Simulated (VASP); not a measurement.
# Ir (Fm-3m) in VASP: further runs

Ir is run at these levels: r2SCAN; tasks: single point.

All numbers are computed with VASP 6.6.1; they aren't measurements. Logs are shortened: lines on timing, memory, paths and dates and some standing lists are left out, and cuts for length are marked.

## 1. The cell of the first run

Symmetry: Fm-3m, No. 225, cubic system. The conventional cell has a = 3.766 Å, b = 3.766 Å, c = 3.766 Å, α = 90.00°, β = 90.00°, γ = 90.00°. Ir (site symmetry m-3m) has 12 Ir at 2.66 Å within 3.5 Å.

## 2. Single point, r2SCAN

The input, POSCAR:

```
Ir
1.0
    0.0000000000      1.8831634113      1.8831634113
    1.8831634113      0.0000000000      1.8831634113
    1.8831634113      1.8831634113      0.0000000000
Ir
1
Direct
    0.0000000000      0.0000000000      0.0000000000
```

The input, INCAR.step1:

```
PREC = Accurate
ENCUT = 520
ISMEAR = -1
SIGMA = 0.1
LREAL = False
LASPH = True
NELM = 100
NBANDS = 10
GGA = PE
ALGO = Normal
EDIFF = 1E-4
LWAVE = True
LCHARG = False
```

The input, INCAR.step2:

```
PREC = Accurate
ENCUT = 520
EDIFF = 1E-6
ISMEAR = -1
SIGMA = 0.1
LREAL = False
LASPH = True
NELM = 100
ALGO = Normal
ISIF = 2
LWAVE = False
LCHARG = False
METAGGA = R2SCAN
LMIXTAU = True
NBANDS = 10
ISTART = 1
```

The input, KPOINTS:

```
regular mesh
0
Gamma
  15 15 15
```

Potentials or basis: VASP PAW PBE potentials, release 64 (Ir).

Command:

```console
$ cat potpaw_PBE.64/Ir/POTCAR > POTCAR
$ cp INCAR.step1 INCAR
$ mpirun -np 1 vasp_std > vasp.out
$ cp INCAR.step2 INCAR
$ mpirun -np 1 vasp_std > vasp.out
```

OUTCAR:

```text
PREC = Accurate
   ENCUT = 520
   EDIFF = 1E-6
   ISMEAR = -1
   LREAL = False
   LASPH = True
   NELM = 100
   ISIF = 2
   METAGGA = R2SCAN
   ISTART = 1

 ion  position               nearest neighbor table
   1  0.000  0.000  0.000-

  LATTYP: Found a face centered cubic cell.
 ALAT       =     3.7663268226

  Lattice vectors:

 A1 = (   0.0000000000,   1.8831634113,   1.8831634113)
 A2 = (   1.8831634113,   0.0000000000,   1.8831634113)
 A3 = (   1.8831634113,   1.8831634113,   0.0000000000)

Analysis of symmetry for initial positions (statically):
=====================================================================
 Subroutine PRICEL returns:
 Original cell was already a primitive cell.

 Routine SETGRP: Setting up the symmetry group for a
 face centered cubic supercell.

 Subroutine GETGRP returns: Found 48 space group operations
 (whereof 48 operations were pure point group operations)
 out of a pool of 48 trial point group operations.

The static configuration has the point symmetry O_h .

Analysis of symmetry for dynamics (positions and initial velocities):
=====================================================================
 Subroutine PRICEL returns:
 Original cell was already a primitive cell.

 Routine SETGRP: Setting up the symmetry group for a
 face centered cubic supercell.

 Subroutine GETGRP returns: Found 48 space group operations
 (whereof 48 operations were pure point group operations)
 out of a pool of 48 trial point group operations.

The dynamic configuration has the point symmetry O_h .

 Subroutine INISYM returns: Found 48 space group operations
 (whereof 48 operations are pure point group operations),
 and found     1 'primitive' translations

----------------------------------------------------------------------------------------

                                     Primitive cell

  volume of cell :      13.3565

  direct lattice vectors                    reciprocal lattice vectors
     0.000000000  1.883163411  1.883163411    -0.265510681  0.265510681  0.265510681
     1.883163411  0.000000000  1.883163411     0.265510681 -0.265510681  0.265510681
     1.883163411  1.883163411  0.000000000     0.265510681  0.265510681 -0.265510681

  length of vectors
     2.663195236  2.663195236  2.663195236     0.459877990  0.459877990  0.459877990

  position of ions in fractional coordinates (direct lattice)
     0.000000000  0.000000000  0.000000000

  ion indices of the primitive-cell ions
   primitive index   ion index
                 1           1

----------------------------------------------------------------------------------------

 KPOINTS: regular mesh

Automatic generation of k-mesh.
 Grid dimensions read from file:
 generate k-points for:   15   15   15

 Generating k-lattice:

  Cartesian coordinates                     Fractional coordinates (reciprocal lattice)
    -0.017700712  0.017700712  0.017700712     0.066666667  0.000000000  0.000000000
     0.017700712 -0.017700712  0.017700712     0.000000000  0.066666667  0.000000000
     0.017700712  0.017700712 -0.017700712     0.000000000  0.000000000  0.066666667

  Length of vectors
     0.030658533  0.030658533  0.030658533

  Shift w.r.t. Gamma in fractional coordinates (k-lattice)
     0.000000000  0.000000000  0.000000000

 Subroutine IBZKPT returns following result:
 ===========================================

 Found    120 irreducible k-points:

 Following reciprocal coordinates:
            Coordinates               Weight
  0.000000  0.000000  0.000000      1.000000
  0.066667  0.000000  0.000000      8.000000
  0.133333  0.000000  0.000000      8.000000
  0.200000  0.000000  0.000000      8.000000
  0.266667  0.000000  0.000000      8.000000
  0.333333  0.000000  0.000000      8.000000
[... 16 lines left out ...]
  0.133333  0.133333  0.000000      6.000000
  0.200000  0.133333  0.000000     24.000000
 [... further k-points ...]
   k-points           NKPTS =    120   k-points in BZ     NKDIM =    120   number of bands    NBANDS=     10
   number of dos      NEDOS =    301   number of ions     NIONS =      1
   total plane-waves  NPLWV =   8000
   dimension x,y,z NGX =    20 NGY =   20 NGZ =   20
   dimension x,y,z NGXF=    40 NGYF=   40 NGZF=   40
   ions per type =               1
   NGX,Y,Z   is equivalent  to a cutoff of  12.48, 12.48, 12.48 a.u.
   NGXF,Y,Z  is equivalent  to a cutoff of  24.97, 24.97, 24.97 a.u.
 SYSTEM =  unknown system
   PREC   = accura    normal or accurate (medium, high low for compatibility)
   ISTART =      1    job   : 0-new  1-cont  2-samecut
   ICHARG =      0    charge: 1-file 2-atom 10-const
   ISPIN  =      1    spin polarized calculation?
   LNONCOLLINEAR =      F non collinear calculations
   LSORBIT =      F    spin-orbit coupling
   LASPH  =      T    aspherical Exc in radial PAW
   ENCUT  =  520.0 eV  38.22 Ry    6.18 a.u.   4.95  4.95  4.95*2*pi/ulx,y,z
   NELM   =    100;   NELMIN=  2; NELMDL=  0     # of ELM steps
   EDIFF  = 0.1E-05   stopping-criterion for ELM
   LREAL  =      F    real-space projection
   EDIFFG = 0.1E-04   stopping-criterion for IOM
   NSW    =      0    number of steps for IOM
   IBRION =     -1    ionic relax: 0-MD 1-quasi-New 2-CG
   NFREE  =      0    steps in history (QN), initial steepest desc. (CG)
   ISIF   =      2    stress and relaxation
   ISYM   =      2    0-nonsym 1-usesym 2-fastsym
   POTIM  = 0.5000    time-step for ionic-motion
   TEBEG  =    0.0;   TEEND  =   0.0 temperature during run
   PSTRESS=    0.0 pullay stress
   NELECT =       9.0000    total number of electrons
   NUPDOWN=      -1.0000    fix difference up-down
   EMIN   =  10.00;   EMAX   =-10.00  energy-range for DOS
   EFERMI =   0.00;   METHOD = LEGACY
   ISMEAR =    -1;   SIGMA  =   0.10  broadening in eV -4-tet -1-fermi 0-gaus
   EFERMI_NEDOS =   21; number of points for ismear=-14 and -15
   IALGO  =     38    algorithm
   IMIX   =      4    mixing-type and parameters
     AMIX     =   0.40;   BMIX     =  1.00
     AMIX_MAG =   1.60;   BMIX_MAG =  1.00
  volume/ion in A,a.u.               =      13.36        90.13
  Fermi-wavevector in a.u.,A,eV,Ry     =   1.435239  2.712209 28.026804  2.059912
  Thomas-Fermi vector in A             =   2.554560
   LORBIT       =      0    0 simple, 1 ext, 2 COOP (PROOUT), +10 PAW based schemes
   METAGGA = R2SCAN    functional components
   LHFCALC =     F    Hartree Fock is set to
   AEXX    =    0.0000 exact exchange contribution
   IVDW    =     0    specifies the selected vdW correction
   LEPSILON=     F    determine dielectric tensor
   LRPA    =     F    only Hartree local field effects (RPA)
 non-spin polarized calculation
  energy-cutoff  :      520.00
  volume of cell :       13.36
 maximum number of plane-waves:       370
   NGX =  9   NGY =  9   NGZ =  9

 number of electron       9.0000001 magnetization

 Free energy of the ion-electron system (eV)
  ---------------------------------------------------
  ext. energy  EPLUGINS =         0.00000000
  ---------------------------------------------------
  free energy    TOTEN  =       -52.30259708 eV

  energy without entropy =      -52.27877529  energy(sigma->0) =      -52.29068619

 E-fermi :  11.2377     XC(G=0): -15.7290

 val. band max:       11.1956120818   @ k =  -0.4000   0.4667   0.0667
 cond. band min:      11.2713849765   @ k =  -0.3333   0.3333   0.0000
 fundamental gap:      0.0757728947
 Fermi energy:        11.2376620391

 k-point     1 :       0.0000    0.0000    0.0000
  band No.  band energies     occupation
      1      -0.9699      2.00000
      2       6.8381      2.00000
      3       6.8381      2.00000
      4       6.8381      2.00000
      5       9.8185      2.00000
      6       9.8185      2.00000
      7      26.1711      0.00000
      8      32.3986      0.00000
      9      32.3986      0.00000
     10      32.3986      0.00000

 k-point     2 :       0.0667    0.0000    0.0000
  band No.  band energies     occupation
      1      -0.7505      2.00000
      2       6.7163      2.00000
      3       6.9346      2.00000
      4       6.9346      2.00000
      5       9.7546      2.00000
      6       9.7546      2.00000
      7      26.5566      0.00000
      8      31.3550      0.00000
      9      32.7633      0.00000
     10      32.7633      0.00000

 k-point     3 :       0.1333    0.0000    0.0000
  band No.  band energies     occupation
      1      -0.1288      2.00000
      2       6.4296      2.00000
      3       7.1666      2.00000
      4       7.1666      2.00000
      5       9.6422      2.00000
      6       9.6422      2.00000
      7      27.5594      0.00000
      8      29.4767      0.00000
      9      33.8090      0.00000
     10      33.8090      0.00000

 k-point     4 :       0.2000    0.0000    0.0000
  band No.  band energies     occupation
      1       0.7598      2.00000
      2       6.2002      2.00000
      3       7.3424      2.00000
      4       7.3424      2.00000
      5       9.7176      2.00000
      6       9.7176      2.00000
      7      27.4046      0.00000
      8      28.8792      0.00000
      9      35.3945      0.00000
     10      35.3945      0.00000

 k-point     5 :       0.2667    0.0000    0.0000
  band No.  band energies     occupation
      1       1.6142      2.00000
      2       6.3903      2.00000
      3       7.2725      2.00000
      4       7.2725      2.00000
      5      10.1947      1.99994
      6      10.1947      1.99994
      7      25.5705      0.00000
      8      28.9986      0.00000
      9      37.0694      0.00000
     10      37.0711      0.00000

 k-point     6 :       0.3333    0.0000    0.0000
  band No.  band energies     occupation
      1       2.0752      2.00000
      2       7.0411      2.00000
      3       7.0411      2.00000
      4       7.3401      2.00000
      5      10.9536      1.88967
      6      10.9536      1.88967
      7      23.5815      0.00000
      8      27.7391      0.00000
      9      35.6998      0.00000
     10      35.6998      0.00000
[... 183 lines left out ...]
 k-point    21 :      -0.1333    0.0667    0.0000
  band No.  band energies     occupation
      1       0.3309      2.00000
      2       6.1807      2.00000
      3       7.3455      2.00000
      4       7.3456      2.00000
      5       9.2204      2.00000
      6      10.0007      1.99999
      7      28.2370      0.00000
      8      28.9067      0.00000
      9      33.2638      0.00000
     10      35.1892      0.00000

 k-point    22 :      -0.0667    0.0667    0.0000
  band No.  band energies     occupation
      1      -0.3948      2.00000
      2       6.4991      2.00000
      3       7.0697      2.00000
      4       7.1324      2.00000
      5       9.4837      2.00000
      6       9.8561      2.00000
      7      27.1623      0.00000
      8      30.4455      0.00000
      9      32.6570      0.00000
     10      33.6766      0.00000

 k-point    23 :       0.1333    0.1333    0.0000
  band No.  band energies     occupation
      1       0.1605      2.00000
      2       5.9920      2.00000
      3       7.5085      2.00000
      4       7.5085      2.00000
      5       8.8522      2.00000
      6      10.1610      1.99996
      7      28.1365      0.00000
      8      30.7085      0.00000
      9      32.7310      0.00000
     10      32.7310      0.00000

 k-point    24 :       0.2000    0.1333    0.0000
  band No.  band energies     occupation
      1       0.8531      2.00000
      2       5.6282      2.00000
      3       7.7070      2.00000
      4       7.8342      2.00000
      5       8.6692      2.00000
      6      10.3485      1.99972
      7      29.2250      0.00000
      8      29.5433      0.00000
      9      32.9149      0.00000
     10      33.4696      0.00000

 [... further k-points ...]
[... 5 lines left out ...]
  --------------------------------------------------------------------------------------
  -------------------------------------------------------------------------------------
  Total        2.5517084      2.5517084      2.5517084      0.0000000      0.0000000      0.0000000
  in kB      306.0889156    306.0889156    306.0889156      0.0000000      0.0000000      0.0000000
  external PRESSURE =     306.0889156 kB  Pullay stress =       0.0000000 kB

 VOLUME and BASIS-vectors are now :
 -----------------------------------------------------------------------------
  energy-cutoff  :      520.00
  volume of cell :       13.36
      direct lattice vectors                 reciprocal lattice vectors
     0.000000000  1.883163411  1.883163411    -0.265510681  0.265510681  0.265510681
     1.883163411  0.000000000  1.883163411     0.265510681 -0.265510681  0.265510681
     1.883163411  1.883163411  0.000000000     0.265510681  0.265510681 -0.265510681

 POSITION                                       TOTAL-FORCE (eV/Angst)
 -----------------------------------------------------------------------------------
      0.00000      0.00000      0.00000         0.000000     -0.000000     -0.000000
 -----------------------------------------------------------------------------------
    total drift:                               -0.000000     -0.000000     -0.000000

  FREE ENERGIE OF THE ION-ELECTRON SYSTEM (eV)
  ---------------------------------------------------
  free  energy   TOTEN  =       -52.3025970834 eV

  energy  without entropy=      -52.2787752920  energy(sigma->0) =      -52.29068619
```

Wall time 2.5 min (1 thread of AMD EPYC 7R13, shared host); peak memory 0.11 GiB.

What came out:

| Item | Value |
| --- | --- |
| Free energy | -52.3026 eV |
| Pressure | 30.6 GPa |

Levels at points of the mesh, in eV from the Fermi level:
```tsv
k point	band 2	band 3	band 4	band 5	band 6	band 7
(0.00, 0.00, 0.00)	-4.40	-4.40	-4.40	-1.42	-1.42	14.93
```

Caveat: the PAW data sets were made with another functional, which shifts forces and pressure a little; spin-orbit coupling is left out, which moves the levels of the heavy elements.

(Continued in part 2 of 2.)
